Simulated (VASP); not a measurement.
# Rb (I4_1/amd) in VASP: single point with PBEsol

Aim: the single point of Rb with PBEsol.

Everything below comes from runs of VASP 6.6.1. Logs are shortened: lines on timing, memory, paths and dates and some standing lists are left out, and cuts for length are marked.

## (1) The cell of the first run

Symmetry: I4_1/amd, No. 141, tetragonal system. Conventional cell: a = 8.725 Å, b = 8.725 Å, c = 4.710 Å, α = 90.00°, β = 90.00°, γ = 90.00°.

## (2) Single point, PBEsol

INCAR

```
PREC = Accurate ; ENCUT = 520
EDIFF = 1E-7 ; ISMEAR = 0
SIGMA = 0.1 ; LREAL = False
LASPH = True ; NELM = 80
ALGO = Fast ; ISIF = 2
LWAVE = False ; LCHARG = False
GGA = PS ; NBANDS = 16
```

KPOINTS

```
regular mesh
0
Gamma
  14 14 14
```

POSCAR

```
Rb
1.0
   -4.3626050742      4.3626050742      2.3549822357
    4.3626050742     -4.3626050742      2.3549822357
    4.3626050742      4.3626050742     -2.3549822357
Rb
2
Direct
    0.0000000000      0.0000000000      0.0000000000
    0.7500000000      0.2500000000      0.5000000000
```

Potentials or basis: VASP PAW PBE potentials, release 64 (Rb_sv).

On the command line:

```bash
$ cat potpaw_PBE.64/Rb_sv/POTCAR > POTCAR
$ mpirun -np 1 vasp_std > vasp.out
```

OUTCAR:

```text
PREC = Accurate
   ENCUT = 520
   EDIFF = 1E-7
   ISMEAR = 0
   LREAL = False
   LASPH = True
   NELM = 80
   ISIF = 2
   GGA = PS

 ion  position               nearest neighbor table
   1  0.000  0.000  0.000-   2 4.52   2 4.52   2 4.52   2 4.52   2 5.61   2 5.61   2 5.61   2 5.61

   2  0.750  0.250  0.500-   1 4.52   1 4.52   1 4.52   1 4.52   1 5.61   1 5.61   1 5.61   1 5.61

  LATTYP: Found a body centered tetragonal cell.
 ALAT       =     8.7252101484
 C/A-ratio  =     0.5398110064

  Lattice vectors:

 A1 = (  -4.3626050742,   4.3626050742,   2.3549822357)
 A2 = (   4.3626050742,  -4.3626050742,   2.3549822357)
 A3 = (   4.3626050742,   4.3626050742,  -2.3549822357)

Analysis of symmetry for initial positions (statically):
=====================================================================
 Subroutine PRICEL returns:
 Original cell was already a primitive cell.

 Routine SETGRP: Setting up the symmetry group for a
 body centered tetragonal supercell.

 Subroutine GETGRP returns: Found 16 space group operations
 (whereof  8 operations were pure point group operations)
 out of a pool of 16 trial point group operations.

The static configuration has the point symmetry D_2d.
 The point group associated with its full space group is D_4h.

Analysis of symmetry for dynamics (positions and initial velocities):
=====================================================================
 Subroutine PRICEL returns:
 Original cell was already a primitive cell.

 Routine SETGRP: Setting up the symmetry group for a
 body centered tetragonal supercell.

 Subroutine GETGRP returns: Found 16 space group operations
 (whereof  8 operations were pure point group operations)
 out of a pool of 16 trial point group operations.

The dynamic configuration has the point symmetry D_2d.
 The point group associated with its full space group is D_4h.

 Subroutine INISYM returns: Found 16 space group operations
 (whereof  8 operations are pure point group operations),
 and found     1 'primitive' translations

----------------------------------------------------------------------------------------

                                     Primitive cell

  volume of cell :     179.2831

  direct lattice vectors                    reciprocal lattice vectors
    -4.362605074  4.362605074  2.354982236     0.000000000  0.114610420  0.212315827
     4.362605074 -4.362605074  2.354982236     0.114610420  0.000000000  0.212315827
     4.362605074  4.362605074 -2.354982236     0.114610420  0.114610420  0.000000000

  length of vectors
     6.603831267  6.603831267  6.603831267     0.241274861  0.241274861  0.162083610

  position of ions in fractional coordinates (direct lattice)
     0.000000000  0.000000000  0.000000000
     0.750000000  0.250000000  0.500000000

  ion indices of the primitive-cell ions
   primitive index   ion index
                 1           1
                 2           2

----------------------------------------------------------------------------------------

 KPOINTS: regular mesh

Automatic generation of k-mesh.
 Grid dimensions read from file:
 generate k-points for:   14   14   14

 Generating k-lattice:

  Cartesian coordinates                     Fractional coordinates (reciprocal lattice)
     0.000000000  0.008186459  0.015165416     0.071428571  0.000000000 -0.000000000
     0.008186459  0.000000000  0.015165416     0.000000000  0.071428571 -0.000000000
     0.008186459  0.008186459  0.000000000     0.000000000  0.000000000  0.071428571

  Length of vectors
     0.017233919  0.017233919  0.011577401

  Shift w.r.t. Gamma in fractional coordinates (k-lattice)
     0.000000000  0.000000000  0.000000000

 Subroutine IBZKPT returns following result:
 ===========================================

 Found    244 irreducible k-points:

 Following reciprocal coordinates:
            Coordinates               Weight
  0.000000  0.000000  0.000000      1.000000
  0.071429  0.000000 -0.000000      8.000000
  0.142857 -0.000000  0.000000      8.000000
  0.214286  0.000000 -0.000000      8.000000
  0.285714  0.000000  0.000000      8.000000
  0.357143  0.000000 -0.000000      8.000000
[... 16 lines left out ...]
  0.214286  0.142857 -0.000000     16.000000
  0.285714  0.142857  0.000000     16.000000
 [... further k-points ...]
   k-points           NKPTS =    244   k-points in BZ     NKDIM =    244   number of bands    NBANDS=     16
   number of dos      NEDOS =    301   number of ions     NIONS =      2
   total plane-waves  NPLWV = 125000
   dimension x,y,z NGX =    50 NGY =   50 NGZ =   50
   dimension x,y,z NGXF=   100 NGYF=  100 NGZF=  100
   ions per type =               2
   NGX,Y,Z   is equivalent  to a cutoff of  12.59, 12.59, 12.59 a.u.
   NGXF,Y,Z  is equivalent  to a cutoff of  25.17, 25.17, 25.17 a.u.
 SYSTEM =  unknown system
   PREC   = accura    normal or accurate (medium, high low for compatibility)
   ISTART =      0    job   : 0-new  1-cont  2-samecut
   ICHARG =      2    charge: 1-file 2-atom 10-const
   ISPIN  =      1    spin polarized calculation?
   LNONCOLLINEAR =      F non collinear calculations
   LSORBIT =      F    spin-orbit coupling
   LASPH  =      T    aspherical Exc in radial PAW
   ENCUT  =  520.0 eV  38.22 Ry    6.18 a.u.  12.28 12.28 12.28*2*pi/ulx,y,z
   NELM   =     80;   NELMIN=  2; NELMDL= -5     # of ELM steps
   EDIFF  = 0.1E-06   stopping-criterion for ELM
   LREAL  =      F    real-space projection
   EDIFFG = 0.1E-05   stopping-criterion for IOM
   NSW    =      0    number of steps for IOM
   IBRION =     -1    ionic relax: 0-MD 1-quasi-New 2-CG
   NFREE  =      0    steps in history (QN), initial steepest desc. (CG)
   ISIF   =      2    stress and relaxation
   ISYM   =      2    0-nonsym 1-usesym 2-fastsym
   POTIM  = 0.5000    time-step for ionic-motion
   TEBEG  =    0.0;   TEEND  =   0.0 temperature during run
   PSTRESS=    0.0 pullay stress
   NELECT =      18.0000    total number of electrons
   NUPDOWN=      -1.0000    fix difference up-down
   EMIN   =  10.00;   EMAX   =-10.00  energy-range for DOS
   EFERMI =   0.00;   METHOD = LEGACY
   ISMEAR =     0;   SIGMA  =   0.10  broadening in eV -4-tet -1-fermi 0-gaus
   EFERMI_NEDOS =   21; number of points for ismear=-14 and -15
   IALGO  =     68    algorithm
   IMIX   =      4    mixing-type and parameters
     AMIX     =   0.40;   BMIX     =  1.00
     AMIX_MAG =   1.60;   BMIX_MAG =  1.00
  volume/ion in A,a.u.               =      89.64       604.93
  Fermi-wavevector in a.u.,A,eV,Ry     =   0.760885  1.437865  7.877044  0.578946
  Thomas-Fermi vector in A             =   1.860002
   LORBIT       =      0    0 simple, 1 ext, 2 COOP (PROOUT), +10 PAW based schemes
   GGA     = PS    functional components
   LHFCALC =     F    Hartree Fock is set to
   AEXX    =    0.0000 exact exchange contribution
   IVDW    =     0    specifies the selected vdW correction
   LEPSILON=     F    determine dielectric tensor
   LRPA    =     F    only Hartree local field effects (RPA)
 non-spin polarized calculation
 RMM-DIIS sequential band-by-band and
 Gauss-broadening in eV      SIGMA  =   0.10
  energy-cutoff  :      520.00
  volume of cell :      179.28
 maximum number of plane-waves:      4849
 NGX is ok and might be reduce to    50
   NGX = 25   NGY = 25   NGZ = 25

 number of electron      18.0000000 magnetization

 Free energy of the ion-electron system (eV)
  ---------------------------------------------------
  ext. energy  EPLUGINS =         0.00000000
  ---------------------------------------------------
  free energy    TOTEN  =        -1.93184748 eV

  energy without entropy =       -1.92197420  energy(sigma->0) =       -1.92691084

 E-fermi :  -0.0027     XC(G=0):  -5.5543

 val. band max:       -0.0064963737   @ k =  -0.4286  -0.4286   0.3571
 cond. band min:      -0.0021174842   @ k =  -0.4286  -0.4286   0.3571
 fundamental gap:      0.0043788895
 Fermi energy:        -0.0027360438

 k-point     1 :       0.0000    0.0000    0.0000
  band No.  band energies     occupation
      1     -28.9538      2.00000
      2     -28.9417      2.00000
      3     -13.1079      2.00000
      4     -13.1079      2.00000
      5     -12.9881      2.00000
      6     -12.9864      2.00000
[... 8 lines left out ...]
     15       3.0578      0.00000
     16       4.4617      0.00000

 k-point     2 :       0.0714    0.0000   -0.0000
  band No.  band energies     occupation
      1     -28.9535      2.00000
      2     -28.9416      2.00000
      3     -13.1074      2.00000
      4     -13.1056      2.00000
      5     -12.9943      2.00000
      6     -12.9916      2.00000
[... 8 lines left out ...]
     15       3.0646      0.00000
     16       3.9990      0.00000

 k-point     3 :       0.1429   -0.0000    0.0000
  band No.  band energies     occupation
      1     -28.9527      2.00000
      2     -28.9415      2.00000
      3     -13.1062      2.00000
      4     -13.0993      2.00000
      5     -13.0091      2.00000
      6     -13.0055      2.00000
[... 8 lines left out ...]
     15       3.0460      0.00000
     16       3.5850      0.00000

 k-point     4 :       0.2143    0.0000   -0.0000
  band No.  band energies     occupation
      1     -28.9515      2.00000
      2     -28.9414      2.00000
      3     -13.1043      2.00000
      4     -13.0908      2.00000
      5     -13.0302      2.00000
      6     -13.0238      2.00000
[... 8 lines left out ...]
     15       2.9143      0.00000
     16       3.2758      0.00000
[... 324 lines left out ...]
 k-point    22 :       0.1429    0.1429    0.0000
  band No.  band energies     occupation
      1     -28.9505      2.00000
      2     -28.9409      2.00000
      3     -13.0971      2.00000
      4     -13.0950      2.00000
      5     -13.0481      2.00000
      6     -13.0461      2.00000
[... 8 lines left out ...]
     15       2.9447      0.00000
     16       3.1878      0.00000

 k-point    23 :       0.2143    0.1429   -0.0000
  band No.  band energies     occupation
      1     -28.9492      2.00000
      2     -28.9409      2.00000
      3     -13.0985      2.00000
      4     -13.0907      2.00000
      5     -13.0658      2.00000
      6     -13.0605      2.00000
[... 8 lines left out ...]
     15       2.9345      0.00000
     16       3.0588      0.00000

 k-point    24 :       0.2857    0.1429    0.0000
  band No.  band energies     occupation
      1     -28.9480      2.00000
      2     -28.9411      2.00000
      3     -13.1042      2.00000
      4     -13.0904      2.00000
      5     -13.0787      2.00000
      6     -13.0598      2.00000
[... 8 lines left out ...]
     15       2.8035      0.00000
     16       3.1018      0.00000

 [... further k-points ...]

------------------------ aborting loop because EDIFF is reached ----------------------------------------

  FORCE on cell =-STRESS in cart. coord.  units (eV):
  Direction    XX          YY          ZZ          XY          YZ          ZX
  --------------------------------------------------------------------------------------
  -------------------------------------------------------------------------------------
  Total        0.0126978      0.0126978     -0.0001086      0.0000000      0.0000000      0.0000000
  in kB        0.1134748      0.1134748     -0.0009701      0.0000000      0.0000000      0.0000000
  external PRESSURE =       0.0753265 kB  Pullay stress =       0.0000000 kB

 VOLUME and BASIS-vectors are now :
 -----------------------------------------------------------------------------
  energy-cutoff  :      520.00
  volume of cell :      179.28
      direct lattice vectors                 reciprocal lattice vectors
    -4.362605074  4.362605074  2.354982236     0.000000000  0.114610420  0.212315827
     4.362605074 -4.362605074  2.354982236     0.114610420  0.000000000  0.212315827
     4.362605074  4.362605074 -2.354982236     0.114610420  0.114610420  0.000000000

 POSITION                                       TOTAL-FORCE (eV/Angst)
 -----------------------------------------------------------------------------------
      0.00000      0.00000      0.00000         0.000000     -0.000000      0.000000
      0.00000      4.36261      1.17749        -0.000000      0.000000     -0.000000
 -----------------------------------------------------------------------------------
    total drift:                               -0.000000     -0.000000     -0.000000

  FREE ENERGIE OF THE ION-ELECTRON SYSTEM (eV)
  ---------------------------------------------------
  free  energy   TOTEN  =        -1.9318474847 eV

  energy  without entropy=       -1.9219742036  energy(sigma->0) =       -1.92691084
```

Wall time 21 min (1 thread of Intel Xeon 8259CL, shared host); peak memory 0.74 GiB.

Results:

```
Free energy            : -1.9318 eV
Pressure               : 0.0 GPa
Band gap on the k mesh : zero (bands 9 and 10 overlap by 1.48 eV)
```

Levels at points of the mesh, in eV from the Fermi level:
| k point | band 6 | band 7 | band 8 | band 9 | band 10 | band 11 | band 12 | band 13 |
| --- | --- | --- | --- | --- | --- | --- | --- | --- |
| (0.00, 0.00, 0.00) | -12.98 | -12.98 | -12.98 | -2.00 | 0.88 | 1.74 | 2.45 | 2.45 |
| (0.50, 0.00, 0.00) | -13.03 | -13.02 | -12.97 | 0.18 | 0.54 | 1.13 | 2.00 | 2.25 |
| (0.50, 0.50, 0.00) | -13.05 | -12.98 | -12.98 | -0.83 | -0.83 | 2.20 | 2.20 | 2.44 |
| (0.50, 0.50, 0.50) | -12.99 | -12.97 | -12.97 | -0.08 | -0.08 | 0.42 | 0.42 | 2.99 |

Caveat: the PAW data sets were made with another functional, which shifts forces and pressure a little.
